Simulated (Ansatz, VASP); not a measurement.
**LaHg2 in VASP and in Ansatz**

The input INCAR:

```
SYSTEM = LaHg2
PREC = Accurate ; ENCUT = 520
EDIFF = 1E-6 ; ISMEAR = -1
SIGMA = 0.05 ; LREAL = .FALSE.
LASPH = .TRUE. ; NELM = 80
ALGO = Normal ; ISIF = 2
LWAVE = .FALSE. ; LCHARG = .FALSE.
NBANDS = 24
```

Contents of KPOINTS:

```
regular mesh
0
G
  7 7 8
  0 0 0
```

POSCAR

```
LaHg2
1.0
    4.9580000000      0.0000000000      0.0000000000
   -2.4790000000      4.2937539520      0.0000000000
    0.0000000000      0.0000000000      3.6400000000
La Hg
1 2
Direct
    0.0000000000      0.0000000000      0.0000000000
    0.3133333333      0.6566666667      0.5000000000
    0.6866666667      0.3433333333      0.5000000000
```

Input for Ansatz:

```yaml
crystal:
  lattice:
    - [4.958, 0.0, 0.0]
    - [-2.479, 4.293753952, 0.0]
    - [0.0, 0.0, 3.64]
  atoms:
    - { symbol: La, position: [0.0, 0.0, 0.0] }
    - { symbol: Hg, position: [0.3133333333, 0.6566666667, 0.5] }
    - { symbol: Hg, position: [0.6866666667, 0.3433333333, 0.5] }
kpoints:
  mp_grid: { grid: [7, 7, 8] }
scf:
  occupations: { method: fermi_dirac, width: 0.05 }
hamiltonian:
  xc: lda
  pseudopotentials: { kind: all_electron, lapw: { basis_error: 0.001 } }
output:
  forces: true
  stress: true
  eigenvalues: true
  populations: true
```

Change from the starting cell: shortest bond scaled by 0.94, LAPW.

Alike in both runs: task single point; functional LDA; k mesh 7 × 7 × 8; occupations fermi-dirac, width 0.05 eV; no spin polarisation.

|  | VASP | Ansatz |
| --- | --- | --- |
| version | VASP 6.6.1 | Ansatz 0.2.0 |
| potentials or method | VASP PAW LDA potentials, release 64 (La, Hg), cutoff 520 eV | all-electron LAPW, scalar-relativistic |

```tsv
	VASP	Ansatz	Ansatz less VASP
pressure (GPa)	-1.9	-2.3	-0.45
traceless stress, the component that is largest in VASP (GPa)	1.21	0.97	-0.241
rms of the force components (eV/Å)	0.527	0.496	-0.0314
```

LDA's correlation is that of Perdew and Zunger in VASP and of Perdew and Wang (1992) in Ansatz. Atom by atom the forces differ by 0.031 eV/Å (rms over components). Ansatz ran all-electron here, and VASP with PAW potentials.

Spin-orbit coupling is off throughout.
